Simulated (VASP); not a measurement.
MgS (Niningerite):

```
Mg S
1.0
     0.00000    2.60152    2.60152
     2.60152    0.00000    2.60152
     2.60152    2.60152    0.00000
Mg S
1 1
Direct
  0.00000 0.00000 0.00000
  0.50000 0.50000 0.50000
```

Base run:

| Property | Result |
| --- | --- |
| Program | VASP 6.6.1 |
| Functional | PBEsol |
| Potentials or basis | VASP PAW PBE potentials, release 64 (Mg, S) |
| Cutoff | 600 eV |
| k mesh | 6 × 6 × 6 |
| Occupations | gaussian, width 0.5 eV |
| Spin | no spin polarisation |

Its results: band gap on the k mesh 2.70 eV, indirect (least direct gap 3.59 eV); pressure -1.1 GPa.

The run is repeated on the same cell with these changes: k mesh from 6 × 6 × 6 to 5 × 5 × 5; occupations from gaussian, width 0.5 eV to gaussian, width 0.01 eV. What comes out?

Band gap on the k mesh 3.11 eV, indirect (least direct gap 3.59 eV); pressure -1.0 GPa.

Caveats: the PAW data sets were made with another functional, which shifts forces and pressure a little.

A k mesh can miss the band edges.
